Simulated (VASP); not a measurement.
# Pd (P6_3/mmc) in VASP: a series of runs

The runs below take Pd through relaxation of cell and atoms, with PBE.

Program: VASP 6.6.1. These are calculated values, not measurements. Logs are shortened: lines on timing, memory, paths and dates and some standing lists are left out, and cuts for length are marked.

## 1. The cell of the first run

It takes space group P6_3/mmc (No. 194, hexagonal). Conventional cell: a = 2.706 Å, b = 2.706 Å, c = 4.384 Å, α = 90.00°, β = 90.00°, γ = 120.00°. Pd (site symmetry -6m2) has 12 Pd at 2.69 to 2.71 Å within 3.5 Å.

This isn't the form of Pd at room conditions, which is fcc.

## 2. Relaxation of cell and atoms, PBE, target pressure 22 GPa, at which the enthalpy is minimised

Input file INCAR:

```
ALGO     = Normal         # electronic algorithm
EDIFF    = 1E-7           # SCF threshold, eV
EDIFFG   = -0.005         # ionic threshold
ENCUT    = 600            # plane-wave cutoff, eV
GGA      = PE             # functional
IBRION   = 2              # ionic algorithm
ISIF     = 3              # what is computed and relaxed
ISMEAR   = -1             # smearing method
LASPH    = T              # aspherical terms in the spheres
LCHARG   = F              # write CHGCAR
LREAL    = F              # projectors in reciprocal space
LWAVE    = F              # write WAVECAR
NELM     = 60             # most SCF steps
NSW      = 60             # ionic steps
PREC     = Accurate       # precision mode
PSTRESS  = 220.0        
SIGMA    = 0.08           # smearing width, eV
```

Input file KPOINTS:

```
k-points
0
Gamma
  16 16 9
```

Input file POSCAR:

```
Pd
1.0
    2.7062688403      0.0000000000      0.0000000000
   -1.3531344201      2.3436975652      0.0000000000
    0.0000000000      0.0000000000      4.3841555212
Pd
2
Direct
    0.3333333333      0.6666666667      0.2500000000
    0.6666666667      0.3333333333      0.7500000000
```

Potentials or basis: VASP PAW PBE potentials, release 64 (Pd).

Command:

```bash
$ cat potpaw_PBE.64/Pd/POTCAR > POTCAR
$ mpirun -np 1 vasp_std > vasp.out
```

OUTCAR:

```text
EDIFF = 1E-7
   EDIFFG = -0.005
   ENCUT = 600
   GGA = PE
   IBRION = 2
   ISIF = 3
   ISMEAR = -1
   LASPH = T
   LREAL = F
   NELM = 60
   NSW = 60
   PREC = Accurate
   PSTRESS = 220.0

 ion  position               nearest neighbor table
   1  0.333  0.667  0.250-   2 2.69   2 2.69   2 2.69   2 2.69   2 2.69   2 2.69
   2  0.667  0.333  0.750-   1 2.69   1 2.69   1 2.69   1 2.69   1 2.69   1 2.69

  LATTYP: Found a hexagonal cell.
 ALAT       =     2.7062688403
 C/A-ratio  =     1.6200000000

  Lattice vectors:

 A1 = (   2.7062688403,   0.0000000000,   0.0000000000)
 A2 = (  -1.3531344201,   2.3436975652,   0.0000000000)
 A3 = (   0.0000000000,   0.0000000000,   4.3841555212)

Analysis of symmetry for initial positions (statically):
=====================================================================
 Subroutine PRICEL returns:
 Original cell was already a primitive cell.

 Routine SETGRP: Setting up the symmetry group for a
 hexagonal supercell.

 Subroutine GETGRP returns: Found 24 space group operations
 (whereof 12 operations were pure point group operations)
 out of a pool of 24 trial point group operations.

The static configuration has the point symmetry D_3d.
 The point group associated with its full space group is D_6h.

Analysis of symmetry for dynamics (positions and initial velocities):
=====================================================================
 Subroutine PRICEL returns:
 Original cell was already a primitive cell.

 Routine SETGRP: Setting up the symmetry group for a
 hexagonal supercell.

 Subroutine GETGRP returns: Found 24 space group operations
 (whereof 12 operations were pure point group operations)
 out of a pool of 24 trial point group operations.

The dynamic configuration has the point symmetry D_3d.
 The point group associated with its full space group is D_6h.

 Subroutine INISYM returns: Found 24 space group operations
 (whereof 12 operations are pure point group operations),
 and found     1 'primitive' translations

----------------------------------------------------------------------------------------

                                     Primitive cell

  volume of cell :      27.8073

  direct lattice vectors                    reciprocal lattice vectors
     2.706268840  0.000000000  0.000000000     0.369512439  0.213338106  0.000000000
    -1.353134420  2.343697565  0.000000000     0.000000000  0.426676212  0.000000000
     0.000000000  0.000000000  4.384155521     0.000000000  0.000000000  0.228094098

  length of vectors
     2.706268840  2.706268840  4.384155521     0.426676212  0.426676212  0.228094098

  position of ions in fractional coordinates (direct lattice)
     0.333333333  0.666666667  0.250000000
     0.666666667  0.333333333  0.750000000

  ion indices of the primitive-cell ions
   primitive index   ion index
                 1           1
                 2           2

----------------------------------------------------------------------------------------

 KPOINTS: k-points

Automatic generation of k-mesh.
 Grid dimensions read from file:
 generate k-points for:   16   16    9

 Generating k-lattice:

  Cartesian coordinates                     Fractional coordinates (reciprocal lattice)
     0.023094527  0.013333632  0.000000000     0.062500000  0.000000000  0.000000000
     0.000000000  0.026667263  0.000000000     0.000000000  0.062500000  0.000000000
     0.000000000  0.000000000  0.025343789     0.000000000  0.000000000  0.111111111

  Length of vectors
     0.026667263  0.026667263  0.025343789

  Shift w.r.t. Gamma in fractional coordinates (k-lattice)
     0.000000000  0.000000000  0.000000000

 Subroutine IBZKPT returns following result:
 ===========================================

 Found    150 irreducible k-points:

 Following reciprocal coordinates:
            Coordinates               Weight
  0.000000  0.000000  0.000000      1.000000
  0.062500  0.000000  0.000000      6.000000
  0.125000  0.000000  0.000000      6.000000
  0.187500  0.000000  0.000000      6.000000
  0.250000  0.000000  0.000000      6.000000
  0.312500  0.000000  0.000000      6.000000
[... 16 lines left out ...]
  0.187500  0.187500  0.000000      6.000000
  0.250000  0.187500  0.000000     12.000000
 [... further k-points ...]
   k-points           NKPTS =    150   k-points in BZ     NKDIM =    150   number of bands    NBANDS=     14
   number of dos      NEDOS =    301   number of ions     NIONS =      2
   total plane-waves  NPLWV =  20736
   dimension x,y,z NGX =    24 NGY =   24 NGZ =   36
   dimension x,y,z NGXF=    48 NGYF=   48 NGZF=   72
   ions per type =               2
   NGX,Y,Z   is equivalent  to a cutoff of  14.74, 14.74, 13.65 a.u.
   NGXF,Y,Z  is equivalent  to a cutoff of  29.49, 29.49, 27.30 a.u.
 SYSTEM =  unknown system
   PREC   = accura    normal or accurate (medium, high low for compatibility)
   ISTART =      0    job   : 0-new  1-cont  2-samecut
   ICHARG =      2    charge: 1-file 2-atom 10-const
   ISPIN  =      1    spin polarized calculation?
   LNONCOLLINEAR =      F non collinear calculations
   LSORBIT =      F    spin-orbit coupling
   LASPH  =      T    aspherical Exc in radial PAW
   ENCUT  =  600.0 eV  44.10 Ry    6.64 a.u.   5.41  5.41  8.76*2*pi/ulx,y,z
   NELM   =     60;   NELMIN=  2; NELMDL= -5     # of ELM steps
   EDIFF  = 0.1E-06   stopping-criterion for ELM
   LREAL  =      F    real-space projection
   EDIFFG = -.5E-02   stopping-criterion for IOM
   NSW    =     60    number of steps for IOM
   IBRION =      2    ionic relax: 0-MD 1-quasi-New 2-CG
   NFREE  =      1    steps in history (QN), initial steepest desc. (CG)
   ISIF   =      3    stress and relaxation
   ISYM   =      2    0-nonsym 1-usesym 2-fastsym
   POTIM  = 0.5000    time-step for ionic-motion
   TEBEG  =    0.0;   TEEND  =   0.0 temperature during run
   PSTRESS=  220.0 pullay stress
   NELECT =      20.0000    total number of electrons
   NUPDOWN=      -1.0000    fix difference up-down
   EMIN   =  10.00;   EMAX   =-10.00  energy-range for DOS
   EFERMI =   0.00;   METHOD = LEGACY
   ISMEAR =    -1;   SIGMA  =   0.08  broadening in eV -4-tet -1-fermi 0-gaus
   EFERMI_NEDOS =   21; number of points for ismear=-14 and -15
   IALGO  =     38    algorithm
   IMIX   =      4    mixing-type and parameters
     AMIX     =   0.40;   BMIX     =  1.00
     AMIX_MAG =   1.60;   BMIX_MAG =  1.00
  volume/ion in A,a.u.               =      13.90        93.83
  Fermi-wavevector in a.u.,A,eV,Ry     =   1.466781  2.771815 29.272216  2.151447
  Thomas-Fermi vector in A             =   2.582478
   LORBIT       =      0    0 simple, 1 ext, 2 COOP (PROOUT), +10 PAW based schemes
   GGA     = PE    functional components
   LHFCALC =     F    Hartree Fock is set to
   AEXX    =    0.0000 exact exchange contribution
   IVDW    =     0    specifies the selected vdW correction
   LEPSILON=     F    determine dielectric tensor
   LRPA    =     F    only Hartree local field effects (RPA)
 conjugate gradient relaxation of ions
 non-spin polarized calculation
  energy-cutoff  :      600.00
  volume of cell :       27.81
 maximum number of plane-waves:       954
 NGX is ok and might be reduce to    24
   NGX = 11   NGY = 11   NGZ = 17

--------------------------------------- Ionic step        1  -------------------------------------------

 number of electron      20.0000002 magnetization

 Free energy of the ion-electron system (eV)
  ---------------------------------------------------
  ext. energy  EPLUGINS =         0.00000000
  ---------------------------------------------------
  free energy    TOTEN  =       -10.22682554 eV

  energy without entropy =      -10.13323203  energy(sigma->0) =      -10.18002879

------------------------ aborting loop because EDIFF is reached ----------------------------------------

  FORCE on cell =-STRESS in cart. coord.  units (eV):
  Direction    XX          YY          ZZ          XY          YZ          ZX
  --------------------------------------------------------------------------------------
  -------------------------------------------------------------------------------------
  Total        3.5624133      3.5624133      4.4780470      0.0000000     -0.0000000      0.0000000
  in kB      205.2562679    205.2562679    258.0125179      0.0000000     -0.0000000      0.0000000
  external PRESSURE =       2.8416846 kB  Pullay stress =     220.0000000 kB
[... 137 lines left out ...]
  enthalpy is  TOTEN    =        -6.4152578657 eV   P V=        3.7879432226

--------------------------------------- Ionic step        5  -------------------------------------------

 number of electron      20.0000005 magnetization

 Free energy of the ion-electron system (eV)
  ---------------------------------------------------
  ext. energy  EPLUGINS =         0.00000000
  ---------------------------------------------------
  free energy    TOTEN  =       -10.23739628 eV

  energy without entropy =      -10.14888611  energy(sigma->0) =      -10.19314120

 E-fermi :  10.8309     XC(G=0): -13.5521

 val. band max:       10.8302658629   @ k =   0.4375   0.0625   0.1111
 cond. band min:      10.8311384851   @ k =   0.4375   0.0000   0.4444
 fundamental gap:      0.0008726222
 Fermi energy:        10.8309489538

 k-point     1 :       0.0000    0.0000    0.0000
  band No.  band energies     occupation
      1       3.2032      2.00000
      2       5.0286      2.00000
      3       7.5700      2.00000
      4       7.7930      2.00000
      5       7.7930      2.00000
      6       8.1877      2.00000
      7       8.1877      2.00000
      8       8.9616      2.00000
      9       8.9616      2.00000
     10      10.5472      1.94397
     11      10.5472      1.94397
     12      11.5197      0.00036
     13      18.3100      0.00000
     14      28.0116      0.00000
[... 375 lines left out ...]
 k-point    24 :       0.2500    0.1875    0.0000
  band No.  band energies     occupation
      1       6.1006      2.00000
      2       6.1054      2.00000
      3       6.2253      2.00000
      4       6.9406      2.00000
      5       7.5356      2.00000
      6       8.1506      2.00000
      7       8.3675      2.00000
      8       9.2984      2.00000
      9      10.5864      1.91014
     10      10.6001      1.89420
     11      12.0701      0.00000
     12      19.4030      0.00000
     13      19.8522      0.00000
     14      21.1111      0.00000

 [... further k-points ...]

------------------------ aborting loop because EDIFF is reached ----------------------------------------

  FORCE on cell =-STRESS in cart. coord.  units (eV):
  Direction    XX          YY          ZZ          XY          YZ          ZX
  --------------------------------------------------------------------------------------
  -------------------------------------------------------------------------------------
  Total        3.8232118      3.8232118      3.8164341      0.0000000      0.0000000      0.0000000
  in kB      220.1705866    220.1705866    219.7802714      0.0000000      0.0000000      0.0000000
  external PRESSURE =       0.0404815 kB  Pullay stress =     220.0000000 kB
[... 17 lines left out ...]
  FREE ENERGIE OF THE ION-ELECTRON SYSTEM (eV)
  ---------------------------------------------------
  free  energy   TOTEN  =       -10.2373962840 eV

  energy  without entropy=      -10.1488861089  energy(sigma->0) =      -10.19314120

  enthalpy is  TOTEN    =        -6.4171466497 eV   P V=        3.8202496343

 reached required accuracy - stopping structural energy minimisation
```

Wall time 2.4 min (1 thread of AMD EPYC 9R45 (Zen 5), shared host); peak memory 0.18 GiB.

Results:

```yaml
Free_energy: -10.2374 eV
Relaxed_volume: 13.91 Å³/atom
Relaxed_cell: a = 2.682 Å, b = 2.682 Å, c = 4.465 Å, α = 90.00°, β = 90.00°, γ = 120.00°
Space_group_after_relaxing_to_0.1_Å: P6_3/mmc (No. 194)
Energy_change_on_relaxing_the_run_minimises_the_enthalpy: -5.3 meV/atom
Ionic_steps: 5
Pressure_after_relaxing: 22.0 GPa
Band_gap_on_the_k_mesh: zero (bands 10 and 11 overlap by 0.92 eV)
```

Step by step:
| step | energy change (eV) | largest force (eV/Å) | pressure (GPa) | volume (Å³) |
| --- | --- | --- | --- | --- |
| 1 | 0.0000 | 0.0000 | 22.28 | 27.81 |
| 2 | -0.0211 | 0.0000 | 21.20 | 27.90 |
| 3 | -0.0236 | 0.0000 | 21.04 | 27.92 |
| 4 | 0.0236 | 0.0000 | 24.43 | 27.59 |
| 5 | -0.0106 | 0.0000 | 22.00 | 27.82 |

Final structure:
```
CELL_PARAMETERS angstrom
2.68222 0.00000 0.00000
-1.34111 2.32287 0.00000
0.00000 0.00000 4.46540
ATOMIC_POSITIONS crystal
Pd 0.33333 0.66667 0.25000
Pd 0.66667 0.33333 0.75000
```

Caveat: the cell is relaxed towards a set pressure, so the run minimises the enthalpy, not the energy.

## 3. Relaxation of cell and atoms, PBE, target pressure 22 GPa, at which the enthalpy is minimised

This run uses another cell than the first one, of 13.93 Å³/atom.

Input file INCAR:

```
SYSTEM = Pd
PREC     = Accurate       ! precision mode
ENCUT    = 600            ! plane-wave cutoff, eV
EDIFF    = 1E-7           ! SCF threshold, eV
ISMEAR   = -1             ! smearing method
SIGMA    = 0.08           ! smearing width, eV
LREAL    = .FALSE.        ! projectors in reciprocal space
LASPH    = .TRUE.         ! aspherical terms in the spheres
NELM     = 100            ! most SCF steps
ALGO     = Normal         ! electronic algorithm
ISIF     = 3              ! what is computed and relaxed
LWAVE    = .FALSE.        ! write WAVECAR
LCHARG   = .FALSE.        ! write CHGCAR
GGA      = PE             ! functional
IBRION   = 2              ! ionic algorithm
NSW      = 32             ! ionic steps
EDIFFG   = -0.005         ! ionic threshold
PSTRESS  = 220.0
```

Input file KPOINTS:

```
regular mesh
0
G
  16 16 9
  0 0 0
```

Input file POSCAR:

```
Pd
1.0
    2.6834202238      0.0000000000      0.0000000000
   -1.3417101119      2.3239100829      0.0000000000
    0.0000000000      0.0000000000      4.4691557912
Pd
2
Direct
    0.3333333333      0.6666666667      0.2500000000
    0.6666666667      0.3333333333      0.7500000000
```

Potentials or basis: VASP PAW PBE potentials, release 64 (Pd).

Command:

```bash
$ cat potpaw_PBE.64/Pd/POTCAR > POTCAR
$ mpirun -np 1 vasp_std > vasp.out
```

Run time: 1.7 min. Hardware: 1 thread of AMD EPYC 9R45 (Zen 5), shared host; peak memory 0.18 GiB.

Results (log left out):

```yaml
Free_energy: -10.2373 eV
Relaxed_volume: 13.91 Å³/atom
Relaxed_cell: a = 2.682 Å, b = 2.682 Å, c = 4.466 Å, α = 90.00°, β = 90.00°, γ = 120.00°
Space_group_after_relaxing_to_0.1_Å: P6_3/mmc (No. 194)
Energy_change_on_relaxing_the_run_minimises_the_enthalpy: +3.4 meV/atom
Ionic_steps: 3
Pressure_after_relaxing: 22.0 GPa
Band_gap_on_the_k_mesh: zero (bands 10 and 11 overlap by 0.92 eV)
```

Step by step:
```
step  energy change (eV)  largest force (eV/Å)  pressure (GPa)  volume (Å³)
   1              0.0000                0.0000           21.52        27.87
   2              0.0234                0.0000           23.22        27.70
   3              0.0068                0.0000           22.02        27.82
```

Final structure:
```cif
data_structure
_symmetry_space_group_name_H-M 'P 1'
_symmetry_Int_Tables_number 1
_cell_length_a 2.6819
_cell_length_b 2.6819
_cell_length_c 4.4661
_cell_angle_alpha 90.000
_cell_angle_beta 90.000
_cell_angle_gamma 120.000
_cell_volume 27.82
loop_
_atom_site_label
_atom_site_type_symbol
_atom_site_fract_x
_atom_site_fract_y
_atom_site_fract_z
_atom_site_occupancy
Pd1 Pd 0.33333 0.66667 0.25000 1
Pd2 Pd 0.66667 0.33333 0.75000 1
```

Levels at points of the mesh, in eV from the Fermi level:
```
           k point  band 7  band 8  band 9  band 10  band 11  band 12  band 13  band 14
(0.00, 0.00, 0.00)   -2.64   -1.87   -1.87    -0.28    -0.28     0.69     7.48    17.18
(0.50, 0.00, 0.00)   -2.01    0.01    0.02     0.23     2.71     4.81    10.10    10.34
```

Caveat: the cell is relaxed towards a set pressure, so the run minimises the enthalpy, not the energy.
